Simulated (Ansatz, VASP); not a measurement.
# Two plane-wave programs on Nb

```
Nb
1.0
     2.76688    0.00000    0.00000
    -1.38344    2.39618    0.00000
     0.00000    0.00000    5.05459
Nb
2
Cartesian
  0.0000 1.5975 1.2636
  1.3834 0.7987 3.7909
```

Change from the starting cell: volume scaled by 0.95, PAW files.

Alike in both runs: task single point; functional LDA; k mesh 15 × 15 × 8; occupations fermi-dirac, width 0.05 eV; no spin polarisation.

```csv
,VASP,Ansatz
version,VASP 6.6.1,Ansatz 0.2.0
potentials or method,"VASP PAW LDA potentials, release 64 (Nb_sv)","PAW with Ansatz's default frozen-core files, scalar-relativistic"
plane-wave cutoff (eV),520,420
valence electrons in the cell,26,26
```

|  | VASP | Ansatz | Ansatz less VASP |
| --- | --- | --- | --- |
| pressure (GPa) | 10.1 | 10.2 | +0.10 |

LDA's correlation is that of Perdew and Zunger in VASP and of Perdew and Wang (1992) in Ansatz.
